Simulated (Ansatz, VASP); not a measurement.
## One calculation of Co, two programs

File INCAR:

```
PREC     = Accurate       # precision mode
ENCUT    = 520            # plane-wave cutoff, eV
EDIFF    = 1E-6           # SCF threshold, eV
ISMEAR   = -1             # smearing method
SIGMA    = 0.05           # smearing width, eV
LREAL    = F              # projectors in reciprocal space
LASPH    = T              # aspherical terms in the spheres
NELM     = 150            # most SCF steps
ALGO     = Normal         # electronic algorithm
ISIF     = 2              # what is computed and relaxed
LWAVE    = F              # write WAVECAR
LCHARG   = F              # write CHGCAR
ISPIN    = 2              # spin polarisation
MAGMOM   = 3 3            # initial moments
LORBIT   = 11             # projections on sites
LMAXMIX  = 4              # l up to which the mixer works
GGA      = PE             # functional
NBANDS   = 20             # bands
```

File KPOINTS:

```
Automatic mesh
0
Gamma
  12 12 6
```

Contents of POSCAR:

```
Co
1.0
    0.0000000000      1.7993500000      1.7993500000
    1.7993500000      0.0000000000      1.7993500000
    3.5987000000      3.5987000000      0.0000000000
Co
2
Direct
    0.0000000000      0.0000000000      0.0000000000
    0.0000000000      0.0000000000      0.5000000000
```

Input for Ansatz:

```yaml
crystal:
  lattice:
    - [0.0, 1.79935, 1.79935]
    - [1.79935, 0.0, 1.79935]
    - [3.5987, 3.5987, 0.0]
  atoms:
    - { symbol: Co, position: [0.0, 0.0, 0.0], spin: 3.0 }
    - { symbol: Co, position: [0.0, 0.0, 0.5], spin: 3.0 }
magnetization:
  spin_polarized: true
hamiltonian:
  xc: pbe
  pseudopotentials: { kind: paw }
basis:
  ecutwfc: 420
kpoints:
  mp_grid: { grid: [12, 12, 6] }
scf:
  occupations: { method: fermi_dirac, width: 0.05 }
output:
  forces: true
  stress: true
```

Alike in both runs: task single point; functional PBE; k mesh 12 × 12 × 6; occupations fermi-dirac, width 0.05 eV; collinear spin.

|  | VASP | Ansatz |
| --- | --- | --- |
| version | VASP 6.6.1 | Ansatz 0.2.0 |
| potentials or method | VASP PAW PBE potentials, release 64 (Co), cutoff 520 eV | PAW, plane waves, scalar-relativistic |
| valence electrons in the cell | 18 | 34 |

```csv
,VASP,Ansatz,Ansatz less VASP
pressure (GPa),-11.7,-11.4,+0.31
net moment per atom (μB),1.72,1.72,+0.005
size of the moment on the site where the two differ most (μB),1.75,1.80,+0.051
```

Site moments also hang on the region over which each program counts them. The functional is the same, so the differences come from potentials, cutoffs and numerics. VASP's potentials hold 18 valence electrons a cell and Ansatz's 34, so a difference there can come from the potentials and not from the codes.
